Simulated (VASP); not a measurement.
Write the native input for VASP 6.6.1 that does the following.

```yaml
Task: single point
Functional: PBE
Potentials_or_basis: VASP PAW PBE potentials, release 64 (Pt, F)
Cutoff: 520 eV
k_mesh: 6 × 6 × 6
Occupations: gaussian, width 0.1 eV
Spin: no spin polarisation
Dipole_correction: no
Further_INCAR_settings: ALGO = Normal; EDIFF = 1e-06; NBANDS = 20
```

The structure of Pt2F lies in POSCAR:

```
Pt2F
1.0
    0.0000000000      2.7802173900      2.7802173900
    2.7802173900      0.0000000000      2.7802173900
    2.7802173900      2.7802173900      0.0000000000
Pt F
2 1
Direct
    0.2500000000      0.2500000000      0.2500000000
    0.7500000000      0.7500000000      0.7500000000
    0.0000000000      0.0000000000      0.0000000000
```

The cell was built from a structure type or drawn by symmetry, and may not be a known phase.

One way to write it, as run:

INCAR

```
PREC = Accurate
ENCUT = 520
EDIFF = 1E-6
ISMEAR = 0
SIGMA = 0.1
LREAL = F
LASPH = T
NELM = 100
ALGO = Normal
ISIF = 2
LWAVE = F
LCHARG = T
GGA = PE
LELF = T
LVHAR = T
NBANDS = 20
```

KPOINTS

```
regular mesh
0
Gamma
  6 6 6
```

Potentials or basis: VASP PAW PBE potentials, release 64 (Pt, F).

Run with:

```bash
$ cat potpaw_PBE.64/Pt/POTCAR potpaw_PBE.64/F/POTCAR > POTCAR
$ mpirun -np 1 vasp_std > vasp.out
```

It gave:

| Item | Value |
| --- | --- |
| Pressure | 12.4 GPa |
| Band gap on the k mesh | zero (an odd number of electrons rules out a gap without spin polarisation) |

Caveat: the cell stands under pressure; spin-orbit coupling is left out, which moves the levels of the heavy elements; an odd number of electrons without spin polarisation forces a metal; a magnetic or distorted state may lie lower.

Run time: 14 s on 1 thread of Intel(R) Xeon(R) 6975P-C (Granite Rapids), on a shared host, peak memory 0.17 GiB.
